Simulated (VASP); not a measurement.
# ZnS (F-43m) in VASP: notebook

ZnS is run at these levels: PBEsol; tasks: vibrations by perturbation theory.

Program: VASP 6.6.1. These are calculated values, not measurements. Logs are shortened: lines on timing, memory, paths and dates and some standing lists are left out, and cuts for length are marked.

**1. The cell of the first run**

Symmetry: F-43m, No. 216, cubic system. The conventional cell has a = 5.334 Å, b = 5.334 Å, c = 5.334 Å, α = 90.00°, β = 90.00°, γ = 90.00°. Within 3.1 Å of Zn (site symmetry -43m) lie 4 S at 2.31 Å. Within 3.1 Å of S (site symmetry -43m) lie 4 Zn at 2.31 Å.

**2. Vibrations by perturbation theory, PBEsol**

Input file INCAR:

```
  PREC = Accurate
  ENCUT = 520
  EDIFF = 1E-8
  ISMEAR = 0
  SIGMA = 0.01
  LREAL = False
  LASPH = True
  NELM = 80
  ALGO = Normal
  ISIF = 2
  LWAVE = False
  LCHARG = False
  GGA = PS
  NBANDS = 16
  IBRION = 8
  NSW = 1
  LEPSILON = True
```

Input file KPOINTS:

```
regular mesh
0
Gamma
  10 10 10
```

Input file POSCAR:

```
ZnS
1.0
    0.0000000000      2.6671646222      2.6671646222
    2.6671646222      0.0000000000      2.6671646222
    2.6671646222      2.6671646222      0.0000000000
Zn S
1 1
Direct
    0.0000000000      0.0000000000      0.0000000000
    0.7500000000      0.7500000000      0.7500000000
```

Potentials or basis: VASP PAW PBE potentials, release 64 (Zn, S).

Started as:

```console
$ cat potpaw_PBE.64/Zn/POTCAR potpaw_PBE.64/S/POTCAR > POTCAR
$ mpirun -np 1 vasp_std > vasp.out
```

OUTCAR:

```text
PREC = Accurate
   ENCUT = 520
   EDIFF = 1E-8
   ISMEAR = 0
   LREAL = False
   LASPH = True
   NELM = 80
   ISIF = 2
   GGA = PS
   IBRION = 8
   NSW = 1
   LEPSILON = True

 ion  position               nearest neighbor table
   1  0.000  0.000  0.000-   2 2.31   2 2.31   2 2.31   2 2.31
   2  0.750  0.750  0.750-   1 2.31   1 2.31   1 2.31   1 2.31

  LATTYP: Found a face centered cubic cell.
 ALAT       =     5.3343292444

  Lattice vectors:

 A1 = (   0.0000000000,   2.6671646222,   2.6671646222)
 A2 = (   2.6671646222,   0.0000000000,   2.6671646222)
 A3 = (   2.6671646222,   2.6671646222,   0.0000000000)

Analysis of symmetry for initial positions (statically):
=====================================================================
 Subroutine PRICEL returns:
 Original cell was already a primitive cell.

 Routine SETGRP: Setting up the symmetry group for a
 face centered cubic supercell.

 Subroutine GETGRP returns: Found 24 space group operations
 (whereof 24 operations were pure point group operations)
 out of a pool of 48 trial point group operations.

The static configuration has the point symmetry T_d .

Analysis of symmetry for dynamics (positions and initial velocities):
=====================================================================
 Subroutine PRICEL returns:
 Original cell was already a primitive cell.

 Routine SETGRP: Setting up the symmetry group for a
 face centered cubic supercell.

 Subroutine GETGRP returns: Found 24 space group operations
 (whereof 24 operations were pure point group operations)
 out of a pool of 48 trial point group operations.

The dynamic configuration has the point symmetry T_d .

 Subroutine INISYM returns: Found 24 space group operations
 (whereof 24 operations are pure point group operations),
 and found     1 'primitive' translations

----------------------------------------------------------------------------------------

                                     Primitive cell

  volume of cell :      37.9472

  direct lattice vectors                    reciprocal lattice vectors
     0.000000000  2.667164622  2.667164622    -0.187464994  0.187464994  0.187464994
     2.667164622  0.000000000  2.667164622     0.187464994 -0.187464994  0.187464994
     2.667164622  2.667164622  0.000000000     0.187464994  0.187464994 -0.187464994

  length of vectors
     3.771940382  3.771940382  3.771940382     0.324698894  0.324698894  0.324698894

  position of ions in fractional coordinates (direct lattice)
     0.000000000  0.000000000  0.000000000
     0.750000000  0.750000000  0.750000000

  ion indices of the primitive-cell ions
   primitive index   ion index
                 1           1
                 2           2

----------------------------------------------------------------------------------------

 KPOINTS: regular mesh

Automatic generation of k-mesh.
 Grid dimensions read from file:
 generate k-points for:   10   10   10

 Generating k-lattice:

  Cartesian coordinates                     Fractional coordinates (reciprocal lattice)
    -0.018746499  0.018746499  0.018746499     0.100000000  0.000000000  0.000000000
     0.018746499 -0.018746499  0.018746499     0.000000000  0.100000000  0.000000000
[... 604 lines left out ...]
  ---------------------------------------------------
  free energy    TOTEN  =        -0.56952247 eV

  energy without entropy =       -0.56952247

------------------------ aborting loop because EDIFF is reached ----------------------------------------

--------------------------------------- Ionic step        2  -------------------------------------------

------------------------ aborting loop because EDIFF is reached ----------------------------------------

--------------------------------------- Ionic step        3  -------------------------------------------

------------------------ aborting loop because EDIFF is reached ----------------------------------------

 PIEZOELECTRIC TENSOR FIELD DIRECTION 3  (e Angst)
 -----------------------------------------------------------------------------
    -0.00092  1.57031  0.00000           ( -0.00000 -0.01761  0.00000)
     1.57031 -0.00092  0.00000           ( -0.01761 -0.00000  0.00000)
     0.00000  0.00000  0.00021           (  0.00000  0.00000 -0.00000)

 PIEZOELECTRIC TENSOR FIELD DIRECTION 3  (C/m^2)
 -----------------------------------------------------------------------------
    -0.00039  0.66300  0.00000
     0.66300 -0.00039  0.00000
     0.00000  0.00000  0.00009

--------------------------------------- Ionic step        4  -------------------------------------------

------------------------ aborting loop because EDIFF is reached ----------------------------------------

[... ionic steps 5 to 6 ...]

--------------------------------------- Ionic step        7  -------------------------------------------

 Free energy of the ion-electron system (eV)
  ---------------------------------------------------
  ---------------------------------------------------
  free energy    TOTEN  =        -0.10480038 eV

  energy without entropy =       -0.10480038

------------------------ aborting loop because EDIFF is reached ----------------------------------------

 INTERNAL STRAIN TENSOR  FOR ION    2  DIRECTION 1   (eV/Angst):
 -----------------------------------------------------------------------------
    -0.01628  0.00000  0.00000
     0.00000  0.01656  6.44501
     0.00000  6.44501  0.01656

 MACROSCOPIC STATIC DIELECTRIC TENSOR (including local field effects in DFT)
 ------------------------------------------------------
           6.084021    -0.000000    -0.000000
          -0.000000     6.084021    -0.000000
          -0.000000    -0.000000     6.084021
 ------------------------------------------------------

 PIEZOELECTRIC TENSOR (including local field effects)  for field in x, y, z        (e  Angst)
          XX          YY          ZZ          XY          YZ          ZX
  --------------------------------------------------------------------------------
  x     0.00000     0.00000     0.00000     0.00000     1.58190     0.00000
  y     0.00000    -0.00000     0.00000     0.00000     0.00000     1.58190
  z     0.00000     0.00000     0.00000     1.58190     0.00000     0.00000

 PIEZOELECTRIC TENSOR (including local field effects)  for field in x, y, z        (C/m^2)
          XX          YY          ZZ          XY          YZ          ZX
  --------------------------------------------------------------------------------
  x     0.00000     0.00000     0.00000     0.00000     0.66790     0.00000
  y     0.00000    -0.00000     0.00000     0.00000     0.00000     0.66790
  z     0.00000     0.00000     0.00000     0.66790     0.00000     0.00000

 BORN EFFECTIVE CHARGES (including local field effects) (in |e|, cummulative output)
 ---------------------------------------------------------------------------------
 ion    1
    1     1.94590    -0.00000    -0.00000
    2    -0.00000     1.94590    -0.00000
    3    -0.00000    -0.00000     1.94590
 ion    2
    1    -1.94590     0.00000     0.00000
    2     0.00000    -1.94590     0.00000
    3     0.00000     0.00000    -1.94590

 INTERNAL STRAIN TENSOR FOR ION    2 for displacements in x,y,z  (eV/Angst):
          X           Y           Z          XY          YZ          ZX
  --------------------------------------------------------------------------------
  x     0.00000     0.00000     0.00000     0.00000     6.44501     0.00000
  y    -0.00000     0.00000    -0.00000     0.00000     0.00000     6.44501
  z     0.00000     0.00000     0.00000     6.44501     0.00000     0.00000

 SECOND DERIVATIVES (NOT SYMMETRIZED)
 ------------------------------------
               1X          1Y          1Z          2X          2Y          2Z
  1X    -6.494000    0.000000    0.000000    6.494000    0.000000    0.000000
  1Y     0.000000   -6.494000    0.000000    0.000000    6.494000    0.000000
  1Z     0.000000    0.000000   -6.494000    0.000000    0.000000    6.494000
  2X     6.450336    0.000000    0.000000   -6.450336    0.000000    0.000000
  2Y     0.000000    6.450336    0.000000    0.000000   -6.450336    0.000000
  2Z     0.000000    0.000000    6.450336    0.000000    0.000000   -6.450336

 Eigenvectors and eigenvalues of the dynamical matrix
 ----------------------------------------------------

   1 f  =    8.569427 THz    53.843299 2PiTHz  285.845322 cm-1    35.440287 meV
             X         Y         Z           dx          dy          dz
      0.000000  0.000000  0.000000     0.000000    0.574911    0.000000
      4.000747  4.000747  4.000747     0.000000   -0.818216    0.000000
[... 21 lines left out ...]
   6 f/i=    0.013598 THz     0.085437 2PiTHz    0.453569 cm-1     0.056235 meV
             X         Y         Z           dx          dy          dz
      0.000000  0.000000  0.000000     0.000000    0.000000    0.818216
      4.000747  4.000747  4.000747     0.000000    0.000000    0.574911

--------------------------------------------------------------------------------------------------------

 MACROSCOPIC STATIC DIELECTRIC TENSOR IONIC CONTRIBUTION
 ------------------------------------------------------
           2.789819    -0.000000    -0.000000
          -0.000000     2.789819    -0.000000
          -0.000000    -0.000000     2.789819
 ------------------------------------------------------

 ELASTIC MODULI CONTR FROM IONIC RELAXATION (kBar)
 Direction    XX          YY          ZZ          XY          YZ          ZX
 --------------------------------------------------------------------------------
 XX          -0.0000     -0.0000      0.0000     -0.0000      0.0000      0.0000
 YY          -0.0000     -0.0000     -0.0000     -0.0000     -0.0000      0.0000
 ZZ           0.0000     -0.0000     -0.0000      0.0000     -0.0000      0.0000
 XY          -0.0000     -0.0000      0.0000   -270.9615      0.0000      0.0000
 YZ           0.0000     -0.0000     -0.0000      0.0000   -270.9615      0.0000
 ZX           0.0000      0.0000      0.0000      0.0000      0.0000   -270.9615
 --------------------------------------------------------------------------------

 PIEZOELECTRIC TENSOR IONIC CONTR  for field in x, y, z        (C/m^2)
          XX          YY          ZZ          XY          YZ          ZX
  --------------------------------------------------------------------------------
  x     0.00000    -0.00000    -0.00000     0.00000    -0.81811     0.00000
  y     0.00000     0.00000     0.00000     0.00000     0.00000    -0.81811
  z    -0.00000    -0.00000     0.00000    -0.81811     0.00000     0.00000
```

Run time: 27 min. Hardware: 1 thread of AMD EPYC 7R13, shared host; peak memory 0.36 GiB.

What came out:

```
Electronic dielectric tensor (diagonal)                 : 6.08
Born charges (mean of the diagonal)                     : Zn +1.95; S -1.95 e
Highest phonon frequency at Γ, LO-TO splitting left out : 286 cm⁻¹
```

Phonon frequencies in cm⁻¹ (negative: imaginary):
| q point | frequencies |
| --- | --- |
| (0.000, 0.000, 0.000) | 0 0 0 286 286 286 |

Electronic dielectric tensor:
```
6.08 0.00 0.00
0.00 6.08 0.00
0.00 0.00 6.08
```

Born effective charge tensors (e):
atom 1, Zn
```
1.95 0.00 0.00
0.00 1.95 0.00
0.00 0.00 1.95
```
atom 2, S
```
-1.95  0.00  0.00
 0.00 -1.95  0.00
 0.00  0.00 -1.95
```

Caveat: the cell stands under pressure or tension, which shifts response properties; the PAW data sets were made with another functional, which shifts forces and pressure a little.

**3. Vibrations by perturbation theory, PBEsol**

This run uses another cell than the first one, of 17.09 Å³/atom.

Input file INCAR:

```
SYSTEM = ZnS
  PREC = Accurate
  ENCUT = 520
  EDIFF = 1E-8
  ISMEAR = 0
  SIGMA = 0.01
  LREAL = .False.
  LASPH = .True.
  NELM = 60
  ALGO = Normal
  ISIF = 2
  LWAVE = .False.
  LCHARG = .True.
  GGA = PS
  IBRION = 8
  NSW = 1
  LEPSILON = .True.
```

Input file KPOINTS:

```
Automatic mesh
0
Gamma
  10 10 10
  0 0 0
```

Input file POSCAR:

```
ZnS
1.0
    0.0000000000      2.5757686427      2.5757686427
    2.5757686427      0.0000000000      2.5757686427
    2.5757686427      2.5757686427      0.0000000000
Zn S
1 1
Direct
    0.0000000000      0.0000000000      0.0000000000
    0.7500000000      0.7500000000      0.7500000000
```

Potentials or basis: VASP PAW PBE potentials, release 64 (Zn, S).

Started as:

```console
$ cat potpaw_PBE.64/Zn/POTCAR potpaw_PBE.64/S/POTCAR > POTCAR
$ mpirun -np 1 vasp_std > vasp.out
```

OUTCAR:

```text
SYSTEM = ZnS
   PREC = Accurate
   ENCUT = 520
   EDIFF = 1E-8
   ISMEAR = 0
   LREAL = .False.
   LASPH = .True.
   NELM = 60
   ISIF = 2
   GGA = PS
   IBRION = 8
   NSW = 1
   LEPSILON = .True.

 ion  position               nearest neighbor table
   1  0.000  0.000  0.000-   2 2.23   2 2.23   2 2.23   2 2.23
   2  0.750  0.750  0.750-   1 2.23   1 2.23   1 2.23   1 2.23

  LATTYP: Found a face centered cubic cell.
 ALAT       =     5.1515372854

  Lattice vectors:

 A1 = (   0.0000000000,   2.5757686427,   2.5757686427)
 A2 = (   2.5757686427,   0.0000000000,   2.5757686427)
 A3 = (   2.5757686427,   2.5757686427,   0.0000000000)

Analysis of symmetry for initial positions (statically):
=====================================================================
 Subroutine PRICEL returns:
 Original cell was already a primitive cell.

 Routine SETGRP: Setting up the symmetry group for a
 face centered cubic supercell.

 Subroutine GETGRP returns: Found 24 space group operations
 (whereof 24 operations were pure point group operations)
 out of a pool of 48 trial point group operations.

The static configuration has the point symmetry T_d .

Analysis of symmetry for dynamics (positions and initial velocities):
=====================================================================
 Subroutine PRICEL returns:
 Original cell was already a primitive cell.

 Routine SETGRP: Setting up the symmetry group for a
 face centered cubic supercell.
[... 642 lines left out ...]

 PIEZOELECTRIC TENSOR (including local field effects)  for field in x, y, z        (C/m^2)
          XX          YY          ZZ          XY          YZ          ZX
  --------------------------------------------------------------------------------
  x    -0.00000    -0.00000     0.00000     0.00000     0.62445     0.00000
  y    -0.00000    -0.00000     0.00000     0.00000    -0.00000     0.62445
  z    -0.00000     0.00000     0.00000     0.62445     0.00000     0.00000

 BORN EFFECTIVE CHARGES (including local field effects) (in |e|, cummulative output)
 ---------------------------------------------------------------------------------
 ion    1
    1     1.79983     0.00000     0.00000
    2     0.00000     1.79983     0.00000
    3    -0.00000     0.00000     1.79983
 ion    2
    1    -1.79983     0.00000     0.00000
    2     0.00000    -1.79983     0.00000
    3     0.00000     0.00000    -1.79983

 INTERNAL STRAIN TENSOR FOR ION    2 for displacements in x,y,z  (eV/Angst):
          X           Y           Z          XY          YZ          ZX
  --------------------------------------------------------------------------------
  x     0.00000     0.00000     0.00000     0.00000    11.08485     0.00000
  y    -0.00000     0.00000    -0.00000     0.00000     0.00000    11.08485
  z     0.00000     0.00000     0.00000    11.08485     0.00000     0.00000

 SECOND DERIVATIVES (NOT SYMMETRIZED)
 ------------------------------------
               1X          1Y          1Z          2X          2Y          2Z
  1X    -9.114071    0.000000    0.000000    9.114071    0.000000    0.000000
  1Y     0.000000   -9.114071    0.000000    0.000000    9.114071    0.000000
  1Z     0.000000    0.000000   -9.114071    0.000000    0.000000    9.114071
  2X     9.123390    0.000000    0.000000   -9.123390    0.000000    0.000000
  2Y     0.000000    9.123390    0.000000    0.000000   -9.123390    0.000000
  2Z     0.000000    0.000000    9.123390    0.000000    0.000000   -9.123390

 Eigenvectors and eigenvalues of the dynamical matrix
 ----------------------------------------------------

   1 f  =   10.178460 THz    63.953152 2PiTHz  339.516889 cm-1    42.094710 meV
             X         Y         Z           dx          dy          dz
      0.000000  0.000000  0.000000     0.000000    0.573415    0.000000
      3.863653  3.863653  3.863653     0.000000   -0.819265    0.000000
[... 21 lines left out ...]
   6 f/i=    0.002443 THz     0.015352 2PiTHz    0.081502 cm-1     0.010105 meV
             X         Y         Z           dx          dy          dz
      0.000000  0.000000  0.000000     0.000000    0.000000    0.819265
      3.863653  3.863653  3.863653     0.000000    0.000000    0.573415

--------------------------------------------------------------------------------------------------------

 MACROSCOPIC STATIC DIELECTRIC TENSOR IONIC CONTRIBUTION
 ------------------------------------------------------
           1.880810     0.000000     0.000000
           0.000000     1.880810     0.000000
           0.000000     0.000000     1.880810
 ------------------------------------------------------

 ELASTIC MODULI CONTR FROM IONIC RELAXATION (kBar)
 Direction    XX          YY          ZZ          XY          YZ          ZX
 --------------------------------------------------------------------------------
 XX          -0.0000     -0.0000     -0.0000     -0.0000     -0.0000      0.0000
 YY          -0.0000     -0.0000     -0.0000     -0.0000     -0.0000     -0.0000
 ZZ          -0.0000     -0.0000     -0.0000     -0.0000     -0.0000      0.0000
 XY          -0.0000     -0.0000     -0.0000   -630.7727     -0.0000     -0.0000
 YZ          -0.0000     -0.0000     -0.0000     -0.0000   -630.7727     -0.0000
 ZX           0.0000     -0.0000      0.0000     -0.0000     -0.0000   -630.7727
 --------------------------------------------------------------------------------

 PIEZOELECTRIC TENSOR IONIC CONTR  for field in x, y, z        (C/m^2)
          XX          YY          ZZ          XY          YZ          ZX
  --------------------------------------------------------------------------------
  x    -0.00000    -0.00000    -0.00000    -0.00000    -1.02490    -0.00000
  y     0.00000    -0.00000     0.00000    -0.00000    -0.00000    -1.02490
  z    -0.00000    -0.00000    -0.00000    -1.02490    -0.00000    -0.00000
```

Run time: 6.4 min. Hardware: 1 thread of Intel Xeon Platinum 8488C (Sapphire Rapids), shared host; peak memory 0.32 GiB.

Results:

```yaml
Electronic_dielectric_tensor_diagonal: 6.10
Born_charges_mean_of_the_diagonal: Zn +1.80; S -1.80 e
Highest_phonon_frequency_at_Γ_LO-TO_splitting_left_out: 340 cm⁻¹
```

Phonon frequencies in cm⁻¹ (negative: imaginary):
```csv
q point,frequencies
"(0.000, 0.000, 0.000)",0 0 0 340 340 340
```

Electronic dielectric tensor:
```
6.10 0.00 0.00
0.00 6.10 0.00
0.00 0.00 6.10
```

Born effective charge tensors (e):
atom 1, Zn
```
1.80 0.00 0.00
0.00 1.80 0.00
0.00 0.00 1.80
```
atom 2, S
```
-1.80  0.00  0.00
 0.00 -1.80  0.00
 0.00  0.00 -1.80
```

Caveat: the cell stands under pressure or tension, which shifts response properties; the PAW data sets were made with another functional, which shifts forces and pressure a little.

(Continued in part 2 of 2.)
